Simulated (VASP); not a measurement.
The system is BF.

```
B F
1.0
     3.16522    0.00000    0.00000
     0.00000    3.17619    3.71472
     0.00000   -3.17619    3.71472
B F
4 4
Direct
  0.50000 0.74447 0.32837
  0.50000 0.32837 0.74447
  0.00000 0.87897 0.33536
  0.00000 0.33536 0.87897
  0.00000 0.60416 0.96699
  0.00000 0.96699 0.60416
  0.50000 0.44661 0.44661
  0.00000 0.16720 0.16720
```

The cell was generated, and may not be a known phase.

- Program: VASP 6.6.1
- Task: relaxation of cell and atoms
- Functional: PBE
- Potentials or basis: VASP PAW PBE potentials, release 64 (B, F)
- Cutoff: 600 eV
- k mesh: 6 × 4 × 4
- Occupations: gaussian, width 0.1 eV
- Spin: no spin polarisation

At the start: pressure 14.2 GPa; volume 9.34 Å³/atom.

How do energy, volume and symmetry change on relaxing?

Over 63 steps the energy falls by 133.3 meV/atom and the volume is 12.01 Å³/atom (+28.7 %); space group Amm2 (No. 38, to 0.1 Å) before and after.

Step by step:
| step | energy change (eV) | largest force (eV/Å) | pressure (GPa) | volume (Å³) |
| --- | --- | --- | --- | --- |
| 1 | 0.0000 | 0.6442 | 14.19 | 74.69 |
| 3 | -0.4942 | 1.2479 | -0.21 | 81.68 |
| 5 | -0.6782 | 0.7143 | 0.53 | 83.90 |
| 7 | -0.8472 | 0.4957 | 0.38 | 87.20 |
| 9 | -0.9093 | 0.5063 | 2.51 | 89.15 |
| 11 | -0.9446 | 0.2332 | 0.04 | 92.30 |
| 13 | -0.9535 | 0.1906 | -0.57 | 93.47 |
| 15 | -0.9629 | 0.2531 | -0.37 | 93.96 |
| 17 | -0.9695 | 0.1186 | 0.16 | 93.64 |
| 19 | -0.9736 | 0.1759 | -0.15 | 93.88 |
| 21 | -0.9765 | 0.0861 | -0.16 | 94.03 |
| 23 | -0.9810 | 0.0959 | -0.13 | 94.20 |
| 25 | -0.9846 | 0.1285 | 0.17 | 93.95 |
| 27 | -0.9891 | 0.1846 | 0.02 | 93.85 |
| 29 | -0.9989 | 0.2722 | 0.32 | 93.63 |
| 31 | -0.9995 | 0.3152 | 0.36 | 93.57 |
| 33 | -1.0087 | 0.2037 | 0.06 | 93.60 |
| 35 | -1.0106 | 0.1703 | -0.15 | 93.61 |
| 37 | -1.0244 | 0.1284 | 0.15 | 93.47 |
| 39 | -1.0268 | 0.2312 | 0.33 | 93.38 |
| 41 | -1.0311 | 0.1082 | 0.22 | 93.65 |
| 43 | -1.0360 | 0.2261 | -0.33 | 94.29 |
| 45 | -1.0423 | 0.1899 | 0.23 | 94.58 |
| 47 | -1.0453 | 0.1882 | 0.34 | 94.93 |
| 49 | -1.0446 | 0.2592 | -0.23 | 97.21 |
| 51 | -1.0529 | 0.0603 | 0.04 | 96.37 |
| 53 | -1.0556 | 0.1122 | -0.32 | 96.90 |
| 55 | -1.0597 | 0.0997 | -0.16 | 96.92 |
| 57 | -1.0622 | 0.1237 | 0.03 | 96.62 |
| 59 | -1.0656 | 0.0714 | 0.11 | 96.07 |
| 61 | -1.0661 | 0.0441 | 0.01 | 96.12 |
| 63 | -1.0666 | 0.0366 | 0.07 | 96.10 |

Final structure:
```yaml
crystal:
  lattice:
    - [3.12866, 0.00000, 0.00000]
    - [0.00000, 3.56119, 4.31272]
    - [0.00000, -3.56119, 4.31272]
  atoms:
    - { symbol: B, position: [0.50000, 0.76561, 0.35934] }
    - { symbol: B, position: [0.50000, 0.35934, 0.76561] }
    - { symbol: B, position: [0.00000, 0.89610, 0.32845] }
    - { symbol: B, position: [0.00000, 0.32845, 0.89610] }
    - { symbol: F, position: [0.00000, 0.49448, 0.06292] }
    - { symbol: F, position: [0.00000, 0.06292, 0.49448] }
    - { symbol: F, position: [0.50000, 0.50839, 0.50839] }
    - { symbol: F, position: [0.00000, 0.05685, 0.05685] }
```

Caveat: the volume moved by over 15 % at a fixed basis, so the end points are rough.
